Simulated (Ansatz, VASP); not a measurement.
**BaTiO3 in VASP and in Ansatz**

File INCAR:

```
PREC = Accurate ; ENCUT = 910
EDIFF = 1E-6 ; ISMEAR = 0
SIGMA = 0.01 ; LREAL = F
LASPH = T ; NELM = 120
ALGO = Normal ; ISIF = 2
LWAVE = F ; LCHARG = F
GGA = PS ; NBANDS = 28
GGA_COMPAT = F
```

KPOINTS

```
Automatic mesh
0
Gamma
  6 6 6
```

The input POSCAR:

```
BaTiO3
1.0
    4.0060000000      0.0000000000      0.0000000000
    0.0000000000      4.0060000000      0.0000000000
    0.0000000000      0.0000000000      4.0060000000
Ba Ti O
1 1 3
Direct
    0.5000000000      0.5000000000      0.5000000000
    0.0000000000      0.0000000000      0.0000000000
    0.0000000000      0.0000000000      0.5000000000
    0.0000000000      0.5000000000      0.0000000000
    0.5000000000      0.0000000000      0.0000000000
```

Contents of input.yaml:

```yaml
crystal:
  lattice:
    - [4.006, 0.0, 0.0]
    - [0.0, 4.006, 0.0]
    - [0.0, 0.0, 4.006]
  atoms:
    - { symbol: Ba, position: [0.5, 0.5, 0.5] }
    - { symbol: Ti, position: [0.0, 0.0, 0.0] }
    - { symbol: O, position: [0.0, 0.0, 0.5] }
    - { symbol: O, position: [0.0, 0.5, 0.0] }
    - { symbol: O, position: [0.5, 0.0, 0.0] }
kpoints:
  mp_grid: { grid: [6, 6, 6] }
  band_path:
    path:
      - [0.0, 0.0, 0.0]
      - [0.0, 0.5, 0.0]
      - [0.5, 0.5, 0.0]
      - [0.5, 0.5, 0.5]
      - [0.489583, -0.5, -0.5]
    npoints: 1
hamiltonian:
  xc: pbesol
scf:
  occupations: { method: fixed }
  n_extra_bands: 5
output:
  forces: true
  stress: true
  eigenvalues: true
```

Alike in both runs: functional PBEsol; k mesh 6 × 6 × 6; no spin polarisation.

|  | VASP | Ansatz |
| --- | --- | --- |
| version | VASP 6.6.1 | Ansatz 0.2.0 |
| potentials or method | VASP PAW PBE potentials, release 64 (Ba_sv, Ti_sv, O_h) | Ansatz PAW |
| plane-wave cutoff (eV) | 910 | 420 |
| occupations | gaussian, width 0.01 eV | fixed |
| valence electrons in the cell | 40 | 40 |
| task | single point | band structure |

```tsv
	VASP	Ansatz	Ansatz less VASP
gap on the k mesh at the Fermi level (eV)	1.70	1.76	+0.063
least direct gap on the mesh (eV)	1.84	1.87	+0.025
```

VASP's potentials were made for PBE, not for PBEsol.

Neither program's run includes spin-orbit coupling. Noted on VASP's run: the cutoff is short for stress, so the pressure is rough.
